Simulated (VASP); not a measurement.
Wanted: the native input for a VASP 6.6.1 run.

```yaml
Task: single point
Functional: PBE
Potentials_or_basis: VASP PAW PBE potentials, release 64 (Ta_sv_GW, C)
Cutoff: 520 eV
k_mesh: 12 × 12 × 16
Occupations: gaussian, width 0.1 eV
Spin: no spin polarisation
Dipole_correction: no
k_mesh_for_the_DOS: 18 × 18 × 24
Occupations_for_the_DOS: tetrahedron
Further_INCAR_settings: ALGO = Normal; EDIFF = 1e-06; NBANDS = 18
```

TaC2:

```
CELL_PARAMETERS angstrom
4.23882 0.00000 0.00000
0.00000 4.23882 0.00000
0.00000 0.00000 2.74570
ATOMIC_POSITIONS crystal
Ta 0.00000 0.00000 0.50000
C 0.00000 0.50000 0.50000
C 0.50000 0.00000 0.50000
```

The input as run:

POSCAR

```
TaC2
1.0
    4.2388193130      0.0000000000      0.0000000000
    0.0000000000      4.2388193130      0.0000000000
    0.0000000000      0.0000000000      2.7457012372
Ta C
1 2
Direct
    0.0000000000      0.0000000000      0.5000000000
    0.0000000000      0.5000000000      0.5000000000
    0.5000000000      0.0000000000      0.5000000000
```

INCAR.step1

```
  PREC = Accurate
  ENCUT = 520
  EDIFF = 1E-6
  ISMEAR = 0
  SIGMA = 0.1
  LREAL = False
  LASPH = True
  NELM = 120
  ALGO = Normal
  ISIF = 2
  LWAVE = False
  LCHARG = True
  LMAXMIX = 4
  GGA = PE
  NBANDS = 18
  GGA_COMPAT = False
  NEDOS = 2001
  LORBIT = 11
```

KPOINTS.step1

```
Automatic mesh
0
Gamma
  12 12 16
```

INCAR.step2

```
  PREC = Accurate
  ENCUT = 520
  EDIFF = 1E-6
  ISMEAR = -5
  SIGMA = 0.1
  LREAL = False
  LASPH = True
  NELM = 120
  ALGO = Normal
  ISIF = 2
  LWAVE = False
  LCHARG = False
  LMAXMIX = 4
  GGA = PE
  LORBIT = 10
  NBANDS = 18
  NEDOS = 1001
  ICHARG = 11
  GGA_COMPAT = False
```

KPOINTS.step2

```
Automatic mesh
0
Gamma
  18 18 24
```

Potentials or basis: VASP PAW PBE potentials, release 64 (Ta_sv_GW, C).

The run is started by

```console
$ cat potpaw_PBE.64/Ta_sv_GW/POTCAR potpaw_PBE.64/C/POTCAR > POTCAR
$ cp INCAR.step1 INCAR
$ cp KPOINTS.step1 KPOINTS
$ mpirun -np 1 vasp_std > vasp.out
$ cp INCAR.step2 INCAR
$ cp KPOINTS.step2 KPOINTS
$ mpirun -np 1 vasp_std > vasp.out
```

Results of the run:

```
Valence electrons inside the program's atomic spheres : Ta 12.05; C 2.19
```

Caveat: an odd number of electrons without spin polarisation forces a metal; a magnetic or distorted state may lie lower.

Run time: 3.9 min on 1 thread of Intel(R) Xeon(R) Platinum 8559C (Emerald Rapids), on a shared host, peak memory 0.71 GiB.
